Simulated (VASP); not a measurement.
# KI in VASP: notebook

KI is run at these levels: PBEsol; tasks: single point.

All numbers are computed with VASP 6.6.1; they aren't measurements. Logs are shortened: lines on timing, memory, paths and dates and some standing lists are left out, and cuts for length are marked.

## 1. The cell of the first run

Symmetry: Fm-3m, No. 225, cubic system. The conventional cell has a = 7.005 Å, b = 7.005 Å, c = 7.005 Å, α = 90.00°, β = 90.00°, γ = 90.00°. Within 4.6 Å of K (site symmetry m-3m) lie 6 I at 3.50 Å. Within 4.6 Å of I (site symmetry m-3m) lie 6 K at 3.50 Å.

## 2. Single point, PBEsol, non-collinear spin, zero start, spin-orbit coupling

File INCAR:

```
SYSTEM = KI
ALGO = Normal
EDIFF = 1E-6
ENCUT = 520
GGA = PS
GGA_COMPAT = .False.
ISIF = 2
ISMEAR = 0
LASPH = .True.
LCHARG = .True.
LORBIT = 11
LORBMOM = .True.
LREAL = .False.
LSORBIT = .True.
LVHAR = .True.
LWAVE = .False.
MAGMOM = 0 0 0 0 0 0
NBANDS = 28
NELM = 150
PREC = Accurate
SIGMA = 0.01
```

File KPOINTS:

```
k-points
0
Gamma
  6 6 6
  0 0 0
```

File POSCAR:

```
KI
1.0
    0.0000000000      3.5024800858      3.5024800858
    3.5024800858      0.0000000000      3.5024800858
    3.5024800858      3.5024800858      0.0000000000
K I
1 1
Direct
    0.0000000000      0.0000000000      0.0000000000
    0.5000000000      0.5000000000      0.5000000000
```

Potentials or basis: VASP PAW PBE potentials, release 64 (K_sv, I).

Started as:

```sh
$ cat potpaw_PBE.64/K_sv/POTCAR potpaw_PBE.64/I/POTCAR > POTCAR
$ mpirun -np 1 vasp_ncl > vasp.out
```

OUTCAR:

```text
SYSTEM = KI
   EDIFF = 1E-6
   ENCUT = 520
   GGA = PS
   ISIF = 2
   ISMEAR = 0
   LASPH = .True.
   LORBIT = 11
   LREAL = .False.
   LSORBIT = .True.
   NELM = 150
   PREC = Accurate

 ion  position               nearest neighbor table
   1  0.000  0.000  0.000-   2 3.50   2 3.50   2 3.50   2 3.50   2 3.50   2 3.50
   2  0.500  0.500  0.500-   1 3.50   1 3.50   1 3.50   1 3.50   1 3.50   1 3.50

  LATTYP: Found a face centered cubic cell.
 ALAT       =     7.0049601716

  Lattice vectors:

 A1 = (   0.0000000000,   3.5024800858,   3.5024800858)
 A2 = (   3.5024800858,   0.0000000000,   3.5024800858)
 A3 = (   3.5024800858,   3.5024800858,   0.0000000000)

Analysis of symmetry for initial positions (statically):
=====================================================================
 Subroutine PRICEL returns:
 Original cell was already a primitive cell.

 Routine SETGRP: Setting up the symmetry group for a
 face centered cubic supercell.

 Subroutine GETGRP returns: Found 48 space group operations
 (whereof 48 operations were pure point group operations)
 out of a pool of 48 trial point group operations.

The static configuration has the point symmetry O_h .

Analysis of symmetry for dynamics (positions and initial velocities):
=====================================================================
 Subroutine PRICEL returns:
 Original cell was already a primitive cell.

 Routine SETGRP: Setting up the symmetry group for a
 face centered cubic supercell.

 Subroutine GETGRP returns: Found 48 space group operations
 (whereof 48 operations were pure point group operations)
 out of a pool of 48 trial point group operations.

The dynamic configuration has the point symmetry O_h .

Analysis of structural, dynamic, and magnetic symmetry:
=====================================================================
 Subroutine PRICEL returns:
 Original cell was already a primitive cell.

 Routine SETGRP: Setting up the symmetry group for a
 face centered cubic supercell.

 Subroutine GETGRP returns: Found 48 space group operations
 (whereof 48 operations were pure point group operations)
 out of a pool of 48 trial point group operations.

The overall configuration has the point symmetry O_h .

 Subroutine INISYM returns: Found 48 space group operations
 (whereof 48 operations are pure point group operations),
 and found     1 'primitive' translations

----------------------------------------------------------------------------------------

                                     Primitive cell

  volume of cell :      85.9324

  direct lattice vectors                    reciprocal lattice vectors
     0.000000000  3.502480086  3.502480086    -0.142755987  0.142755987  0.142755987
     3.502480086  0.000000000  3.502480086     0.142755987 -0.142755987  0.142755987
     3.502480086  3.502480086  0.000000000     0.142755987  0.142755987 -0.142755987

  length of vectors
     4.953254839  4.953254839  4.953254839     0.247260622  0.247260622  0.247260622

  position of ions in fractional coordinates (direct lattice)
     0.000000000  0.000000000  0.000000000
     0.500000000  0.500000000  0.500000000

  ion indices of the primitive-cell ions
   primitive index   ion index
                 1           1
                 2           2

----------------------------------------------------------------------------------------

 KPOINTS: k-points

Automatic generation of k-mesh.
 Grid dimensions read from file:
 generate k-points for:    6    6    6

 Generating k-lattice:

  Cartesian coordinates                     Fractional coordinates (reciprocal lattice)
    -0.023792664  0.023792664  0.023792664     0.166666667  0.000000000  0.000000000
     0.023792664 -0.023792664  0.023792664     0.000000000  0.166666667  0.000000000
     0.023792664  0.023792664 -0.023792664     0.000000000  0.000000000  0.166666667

  Length of vectors
     0.041210104  0.041210104  0.041210104

  Shift w.r.t. Gamma in fractional coordinates (k-lattice)
     0.000000000  0.000000000  0.000000000

 Subroutine IBZKPT returns following result:
 ===========================================

 Found     16 irreducible k-points:

 Following reciprocal coordinates:
            Coordinates               Weight
  0.000000  0.000000  0.000000      1.000000
  0.166667  0.000000  0.000000      8.000000
  0.333333  0.000000  0.000000      8.000000
  0.500000  0.000000  0.000000      4.000000
  0.166667  0.166667  0.000000      6.000000
  0.333333  0.166667  0.000000     24.000000
[... 8 lines left out ...]
 -0.333333  0.333333  0.166667     24.000000
 -0.333333  0.500000  0.166667     12.000000
   k-points           NKPTS =     16   k-points in BZ     NKDIM =     16   number of bands    NBANDS=     28
   number of dos      NEDOS =    301   number of ions     NIONS =      2
   total plane-waves  NPLWV =  64000
[... 26 lines left out ...]
   NELECT =      16.0000    total number of electrons
   NUPDOWN=      -1.0000    fix difference up-down
   EMIN   =  10.00;   EMAX   =-10.00  energy-range for DOS
   EFERMI =   0.00;   METHOD = LEGACY
   ISMEAR =     0;   SIGMA  =   0.01  broadening in eV -4-tet -1-fermi 0-gaus
   EFERMI_NEDOS =   21; number of points for ismear=-14 and -15
   IALGO  =     38    algorithm
   IMIX   =      4    mixing-type and parameters
     AMIX     =   0.40;   BMIX     =  1.00
     AMIX_MAG =   1.60;   BMIX_MAG =  1.00
  volume/ion in A,a.u.               =      42.97       289.95
  Fermi-wavevector in a.u.,A,eV,Ry     =   0.934822  1.766558 11.890037  0.873893
  Thomas-Fermi vector in A             =   2.061667
   LORBIT       =     11    0 simple, 1 ext, 2 COOP (PROOUT), +10 PAW based schemes
   GGA     = PS    functional components
   LHFCALC =     F    Hartree Fock is set to
   AEXX    =    0.0000 exact exchange contribution
   IVDW    =     0    specifies the selected vdW correction
   LEPSILON=     F    determine dielectric tensor
   LRPA    =     F    only Hartree local field effects (RPA)
 Gauss-broadening in eV      SIGMA  =   0.01
  energy-cutoff  :      520.00
  volume of cell :       85.93
 maximum number of plane-waves:      4664
 NGX is ok and might be reduce to    40
   NGX = 19   NGY = 19   NGZ = 19

 number of electron      15.9999999 magnetization       0.0000000      0.0000000     -0.0000000

 number of electron      15.9999999 magnetization       0.0000000      0.0000000      0.0000000

 number of electron      15.9999999 magnetization      -0.0000000     -0.0000000      0.0000000

 Free energy of the ion-electron system (eV)
  ---------------------------------------------------
  ext. energy  EPLUGINS =         0.00000000
  ---------------------------------------------------
  free energy    TOTEN  =        -5.94347700 eV

  energy without entropy =       -5.94347700  energy(sigma->0) =       -5.94347700

 E-fermi :   0.1011     XC(G=0):  -7.4502

 val. band max:       -0.0566411055   @ k =   0.0000   0.0000   0.0000
 cond. band min:       3.4924105711   @ k =   0.0000   0.0000   0.0000
 fundamental gap:      3.5490516765
 Fermi energy:         0.1010532231

 k-point     1 :       0.0000    0.0000    0.0000
  band No.  band energies     occupation
      1     -28.6535      1.00000
      2     -28.6535      1.00000
      3     -12.3867      1.00000
      4     -12.3867      1.00000
      5     -12.1226      1.00000
      6     -12.1226      1.00000
[... 485 lines left out ...]
     27       9.3244      0.00000
     28       9.3251      0.00000

------------------------ aborting loop because EDIFF is reached ----------------------------------------

  FORCE on cell =-STRESS in cart. coord.  units (eV):
  Direction    XX          YY          ZZ          XY          YZ          ZX
  --------------------------------------------------------------------------------------
  -------------------------------------------------------------------------------------
  Total        0.0340925      0.0340925      0.0340925     -0.0000000      0.0000000     -0.0000000
  in kB        0.6356421      0.6356421      0.6356421     -0.0000000      0.0000000     -0.0000000
  external PRESSURE =       0.6356421 kB  Pullay stress =       0.0000000 kB

 VOLUME and BASIS-vectors are now :
 -----------------------------------------------------------------------------
  energy-cutoff  :      520.00
  volume of cell :       85.93
      direct lattice vectors                 reciprocal lattice vectors
     0.000000000  3.502480086  3.502480086    -0.142755987  0.142755987  0.142755987
     3.502480086  0.000000000  3.502480086     0.142755987 -0.142755987  0.142755987
     3.502480086  3.502480086  0.000000000     0.142755987  0.142755987 -0.142755987

 POSITION                                       TOTAL-FORCE (eV/Angst)
 -----------------------------------------------------------------------------------
      0.00000      0.00000      0.00000         0.000000      0.000000      0.000000
      3.50248      3.50248      3.50248         0.000000     -0.000000     -0.000000
 -----------------------------------------------------------------------------------
    total drift:                                0.000000     -0.000000     -0.000000

  FREE ENERGIE OF THE ION-ELECTRON SYSTEM (eV)
  ---------------------------------------------------
  free  energy   TOTEN  =        -5.9434770017 eV

  energy  without entropy=       -5.9434770017  energy(sigma->0) =       -5.94347700

 orbital moment (x)

 # of ion     p       d       tot
 ----------------------------------------
  1         0.000  -0.000  -0.000
  2         0.000  -0.000  -0.000
 ----------------------------------------
            0.000  -0.000  -0.000

 orbital moment (y)

 # of ion     p       d       tot
 ----------------------------------------
  1         0.000   0.000   0.000
  2         0.000  -0.000  -0.000
 ----------------------------------------
            0.000   0.000   0.000

 orbital moment (z)

 # of ion     p       d       tot
 ----------------------------------------
  1         0.000   0.000   0.000
  2         0.000  -0.000  -0.000
 ----------------------------------------
            0.000   0.000   0.000

 Spin-Orbit-Coupling matrix elements

 Ion:    1  E_soc:     -0.0082854
 l=   1
     0.0000000    -0.0013786    -0.0013786
    -0.0013786     0.0000000    -0.0013786
    -0.0013786    -0.0013786     0.0000000
 l=   2
     0.0000000     0.0000003     0.0000000     0.0000003    -0.0000025
     0.0000003     0.0000000    -0.0000019     0.0000003    -0.0000006
     0.0000000    -0.0000019     0.0000000    -0.0000019     0.0000000
     0.0000003     0.0000003    -0.0000019     0.0000000    -0.0000006
    -0.0000025    -0.0000006     0.0000000    -0.0000006     0.0000000
 l=   3
     0.0000000     0.0000000     0.0000000     0.0000000     0.0000000     0.0000000     0.0000000
     0.0000000     0.0000000     0.0000000     0.0000000     0.0000000     0.0000000     0.0000000
     0.0000000     0.0000000     0.0000000     0.0000000     0.0000000     0.0000000     0.0000000
     0.0000000     0.0000000     0.0000000     0.0000000     0.0000000     0.0000000     0.0000000
     0.0000000     0.0000000     0.0000000     0.0000000     0.0000000     0.0000000     0.0000000
     0.0000000     0.0000000     0.0000000     0.0000000     0.0000000     0.0000000     0.0000000
     0.0000000     0.0000000     0.0000000     0.0000000     0.0000000     0.0000000     0.0000000

 Ion:    2  E_soc:     -0.2492327
 l=   1
     0.0000000    -0.0415350    -0.0415350
    -0.0415350     0.0000000    -0.0415350
    -0.0415350    -0.0415350     0.0000000
 l=   2
     0.0000000    -0.0000011     0.0000000    -0.0000011    -0.0000027
    -0.0000011     0.0000000    -0.0000020    -0.0000011    -0.0000007
     0.0000000    -0.0000020     0.0000000    -0.0000020     0.0000000
    -0.0000011    -0.0000011    -0.0000020     0.0000000    -0.0000007
    -0.0000027    -0.0000007     0.0000000    -0.0000007     0.0000000
 l=   3
     0.0000000     0.0000000     0.0000000     0.0000000     0.0000000     0.0000000     0.0000000
     0.0000000     0.0000000     0.0000000     0.0000000     0.0000000     0.0000000     0.0000000
     0.0000000     0.0000000     0.0000000     0.0000000     0.0000000     0.0000000     0.0000000
     0.0000000     0.0000000     0.0000000     0.0000000     0.0000000     0.0000000     0.0000000
     0.0000000     0.0000000     0.0000000     0.0000000     0.0000000     0.0000000     0.0000000
     0.0000000     0.0000000     0.0000000     0.0000000     0.0000000     0.0000000     0.0000000
     0.0000000     0.0000000     0.0000000     0.0000000     0.0000000     0.0000000     0.0000000

 total charge

# of ion       s       p       d       tot
------------------------------------------
    1        1.957   5.566   0.025   7.548
    2        1.491   2.843   0.001   4.336
--------------------------------------------------
tot          3.448   8.409   0.026  11.884

 magnetization (x)

# of ion       s       p       d       tot
------------------------------------------
    1       -0.000   0.000   0.000  -0.000
    2       -0.000   0.000   0.000  -0.000
--------------------------------------------------
tot         -0.000   0.000   0.000  -0.000

 magnetization (y)

# of ion       s       p       d       tot
------------------------------------------
    1       -0.000   0.000   0.000  -0.000
    2       -0.000   0.000   0.000  -0.000
--------------------------------------------------
tot         -0.000   0.000   0.000  -0.000

 magnetization (z)

# of ion       s       p       d       tot
------------------------------------------
    1        0.000   0.000   0.000   0.000
    2       -0.000  -0.000   0.000  -0.000
--------------------------------------------------
tot         -0.000  -0.000   0.000  -0.000
```

It took 90 s on 1 thread of Oxide Virtual Turin-like, shared host; peak memory 0.47 GiB.

Results:

* Free energy: -5.9435 eV
* Pressure: 0.1 GPa
* Net moment: 0.00 μB per cell
* Valence electrons inside the program's atomic spheres: K 7.55; I 4.34

Moments on the atoms (μB; x, y, z):
```
K   0.00 0.00 0.00
I   0.00 0.00 0.00
```

Caveat: the PAW data sets were made with another functional, which shifts forces and pressure a little.

## 3. Single point, PBEsol, non-collinear spin, zero start, spin-orbit coupling

File INCAR:

```
PREC = Accurate
ENCUT = 520
EDIFF = 1E-6
ISMEAR = 0
SIGMA = 0.01
LREAL = F
LASPH = T
NELM = 150
ALGO = Normal
ISIF = 2
LWAVE = F
LCHARG = T
LNONCOLLINEAR = T
MAGMOM = 0 0 0 0 0 0
LORBIT = 11
LSORBIT = T
GGA_COMPAT = F
LORBMOM = T
GGA = PS
LVHAR = T
NBANDS = 28
```

File KPOINTS:

```
regular mesh
0
Gamma
  6 6 6
```

POSCAR is that of step 2.

Potentials or basis: VASP PAW PBE potentials, release 64 (K_sv, I).

Started as:

```sh
$ cat potpaw_PBE.64/K_sv/POTCAR potpaw_PBE.64/I/POTCAR > POTCAR
$ mpirun -np 1 vasp_ncl > vasp.out
```

It took 1.7 min on 1 thread of Oxide Virtual Turin-like, shared host; peak memory 0.46 GiB.

The run converged. Its results:

- Free energy: -5.9435 eV
- Pressure: 0.1 GPa
- Net moment: 0.00 μB per cell
- Valence electrons inside the program's atomic spheres: K 7.55; I 4.34

Moments on the atoms (μB; x, y, z):
```
K   0.00 0.00 0.00
I   0.00 0.00 0.00
```

Caveat: the PAW data sets were made with another functional, which shifts forces and pressure a little.

## 4. Single point, PBEsol, non-collinear spin, zero start, spin-orbit coupling

This run uses another cell than the first one, of 43.61 Å³/atom, 1.015 times its volume.

File INCAR:

```
PREC = Accurate ; ENCUT = 520
EDIFF = 1E-6 ; ISMEAR = 0
SIGMA = 0.01 ; LREAL = False
LASPH = True ; NELM = 150
ALGO = Normal ; ISIF = 2
LWAVE = False ; LCHARG = True
MAGMOM = 0 0 0 0 0 0 ; LORBIT = 11
LSORBIT = True ; GGA_COMPAT = False
LORBMOM = True ; GGA = PS
LVHAR = True ; NBANDS = 28
```

File KPOINTS:

```
Automatic mesh
0
Gamma
  6 6 6
```

File POSCAR:

```
KI
1.0
    0.0000000000      3.5199924862      3.5199924862
    3.5199924862      0.0000000000      3.5199924862
    3.5199924862      3.5199924862      0.0000000000
K I
1 1
Direct
    0.0000000000      0.0000000000      0.0000000000
    0.5000000000      0.5000000000      0.5000000000
```

Started as:

```sh
$ cat potpaw_PBE.64/K_sv/POTCAR potpaw_PBE.64/I/POTCAR > POTCAR
$ mpirun -np 1 vasp_ncl > vasp.out
```

Wall time 1.9 min (1 thread of Oxide Virtual Turin-like, shared host); peak memory 0.46 GiB.

Results (log left out):

```
Free energy                                           : -5.9434 eV
Pressure                                              : -0.1 GPa
Net moment                                            : 0.00 μB per cell
Valence electrons inside the program's atomic spheres : K 7.55; I 4.33
```

Moments on the atoms (μB; x, y, z):
```
K   0.00 0.00 0.00
I   0.00 0.00 0.00
```

Caveat: the PAW data sets were made with another functional, which shifts forces and pressure a little.

(Continued in part 2 of 2.)
